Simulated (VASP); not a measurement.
ZnSe (Stilleite):

```
Zn Se
1.0
     0.00000    2.83242    2.83242
     2.83242    0.00000    2.83242
     2.83242    2.83242    0.00000
Zn Se
1 1
Direct
  0.00000 0.00000 0.00000
  0.25000 0.25000 0.25000
```

Base run:

| Quantity | Value |
| --- | --- |
| Program | VASP 6.6.1 |
| Functional | r2SCAN |
| Potentials or basis | VASP PAW PBE potentials, release 64 (Zn, Se) |
| Cutoff | 520 eV |
| k mesh | 6 × 6 × 6 |
| Occupations | gaussian, width 0.01 eV |
| Spin | no spin polarisation |

Its results: band gap on the k mesh 1.87 eV, direct; pressure 0.1 GPa.

The run is repeated on the same cell with these changes: functional from r2SCAN to PBE; k mesh from 6 × 6 × 6 to 8 × 8 × 8. What comes out?

Band gap on the k mesh 1.30 eV, direct; pressure 2.4 GPa.

Several settings changed at once, so the effect can't be laid on one alone.

Caveats: the PAW data sets were made with another functional, which shifts forces and pressure a little (some runs).

